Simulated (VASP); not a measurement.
Write the native input for VASP 6.6.1 that does the following.

* Task: single point
* Functional: PBE
* Dispersion: D4
* Potentials or basis: VASP PAW PBE potentials, release 64 (Ca_sv, Se)
* Cutoff: 500 eV
* k mesh: 8 × 8 × 8
* Occupations: gaussian, width 0.02 eV
* Spin: no spin polarisation
* Dipole correction: no
* Further INCAR settings: ALGO = Normal; EDIFF = 1e-06; NBANDS = 15

The structure of CaSe (r.b) lies in POSCAR:

```
CaSe
1.0
    0.0000000000      2.9479465647      2.9479465647
    2.9479465647      0.0000000000      2.9479465647
    2.9479465647      2.9479465647      0.0000000000
Ca Se
1 1
Direct
    0.0000000000      0.0000000000      0.0000000000
    0.5000000000      0.5000000000      0.5000000000
```

The input as run:

INCAR

```
PREC = Accurate
ENCUT = 500
EDIFF = 1E-6
ISMEAR = 0
SIGMA = 0.02
LREAL = F
LASPH = T
NELM = 120
ALGO = Normal
ISIF = 2
LWAVE = F
LCHARG = F
GGA = PE
IVDW = 13
NBANDS = 15
GGA_COMPAT = F
```

KPOINTS

```
Automatic mesh
0
Gamma
  8 8 8
```

Potentials or basis: VASP PAW PBE potentials, release 64 (Ca_sv, Se).

Launch:

```bash
$ cat potpaw_PBE.64/Ca_sv/POTCAR potpaw_PBE.64/Se/POTCAR > POTCAR
$ mpirun -np 1 vasp_std > vasp.out
```

It gave:

```
Pressure                   : 0.2 GPa
Band gap on the k mesh     : 2.00 eV, indirect (least direct gap 2.94 eV)
Dispersion energy per atom : -0.242 eV
```

It took 32 s on 1 thread of Intel Xeon 8259CL, on a shared host, peak memory 0.18 GiB.
